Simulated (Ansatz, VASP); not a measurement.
# Two plane-wave programs on Si3N4

The input POSCAR:

```
Si3N4
1.0
    7.6015000000      0.0000000000      0.0000000000
   -3.8007500000      6.5830921069      0.0000000000
    0.0000000000      0.0000000000      2.9061000000
Si N
6 8
Direct
    0.7679630651      0.1740808065      0.2500000000
    0.5938822586      0.7679630651      0.7500000000
    0.8259191935      0.5938822586      0.2500000000
    0.2320369349      0.8259191935      0.7500000000
    0.4061177414      0.2320369349      0.2500000000
    0.1740808065      0.4061177414      0.7500000000
    0.0299560717      0.3298971709      0.2500000000
    0.7000589008      0.0299560717      0.7500000000
    0.6701028291      0.7000589008      0.2500000000
    0.9700439283      0.6701028291      0.7500000000
    0.2999410992      0.9700439283      0.2500000000
    0.3298971709      0.2999410992      0.7500000000
    0.6666666667      0.3333333333      0.2500000000
    0.3333333333      0.6666666667      0.7500000000
```

Contents of INCAR.step1:

```
PREC = Accurate
ENCUT = 520
ISMEAR = -1
SIGMA = 0.02
LREAL = F
LASPH = T
NELM = 60
NBANDS = 45
GGA = PE
ALGO = Normal
EDIFF = 1E-4
LWAVE = T
LCHARG = F
```

The input INCAR.step2:

```
PREC = Accurate
ENCUT = 520
EDIFF = 1E-8
ISMEAR = -1
SIGMA = 0.02
LREAL = F
LASPH = T
NELM = 60
ALGO = Normal
ISIF = 2
LWAVE = F
LCHARG = F
METAGGA = R2SCAN
LMIXTAU = T
LEFG = T
NBANDS = 45
ISTART = 1
```

KPOINTS

```
regular mesh
0
Gamma
  4 4 10
```

Input for Ansatz:

```yaml
crystal:
  lattice:
    - [7.6015, 0.0, 0.0]
    - [-3.80075, 6.5830921069, 0.0]
    - [0.0, 0.0, 2.9061]
  atoms:
    - { symbol: Si, position: [0.7679630651, 0.1740808065, 0.25] }
    - { symbol: Si, position: [0.5938822586, 0.7679630651, 0.75] }
    - { symbol: Si, position: [0.8259191935, 0.5938822586, 0.25] }
    - { symbol: Si, position: [0.2320369349, 0.8259191935, 0.75] }
    - { symbol: Si, position: [0.4061177414, 0.2320369349, 0.25] }
    - { symbol: Si, position: [0.1740808065, 0.4061177414, 0.75] }
    - { symbol: "N", position: [0.0299560717, 0.3298971709, 0.25] }
    - { symbol: "N", position: [0.7000589008, 0.0299560717, 0.75] }
    - { symbol: "N", position: [0.6701028291, 0.7000589008, 0.25] }
    - { symbol: "N", position: [0.9700439283, 0.6701028291, 0.75] }
    - { symbol: "N", position: [0.2999410992, 0.9700439283, 0.25] }
    - { symbol: "N", position: [0.3298971709, 0.2999410992, 0.75] }
    - { symbol: "N", position: [0.6666666667, 0.3333333333, 0.25] }
    - { symbol: "N", position: [0.3333333333, 0.6666666667, 0.75] }
kpoints:
  mp_grid: { grid: [4, 4, 10] }
scf:
  occupations: { method: fermi_dirac, width: 0.02 }
hamiltonian:
  xc: r2scan
  pseudopotentials: { kind: paw }
output:
  forces: true
  stress: true
  populations: true
  efg:
    quadrupole_moments_barn: { "N": 0.02044 }
    contact_densities: true
```

Alike in both runs: task electric field gradients; functional r2SCAN; k mesh 4 × 4 × 10; occupations fermi-dirac, width 0.02 eV; no spin polarisation.

|  | VASP | Ansatz |
| --- | --- | --- |
| version | VASP 6.6.1 | Ansatz 0.2.0 |
| potentials or method | VASP PAW PBE potentials, release 64 (Si, N) | plane-wave PAW, scalar-relativistic |
| plane-wave cutoff (eV) | 520 | 500 |
| valence electrons in the cell | 64 | 64 |

|  | VASP | Ansatz | Ansatz less VASP |
| --- | --- | --- | --- |
| gap on the k mesh at the Fermi level (eV) | 4.99 | 4.99 | +0.007 |
| pressure (GPa) | -0.1 | 0.1 | +0.17 |
| traceless stress, the component that is largest in VASP (GPa) | -0.28 | -0.24 | +0.039 |
| rms of the force components (eV/Å) | 0.018 | 0.018 | -0.0001 |
| size of Vzz on the site where it differs most (V/Å²) | 46.3 | 49.5 | +3.17 |

VASP's potentials were made for PBE, not for r2SCAN. Atom by atom the forces differ by 0.001 eV/Å (rms over components).
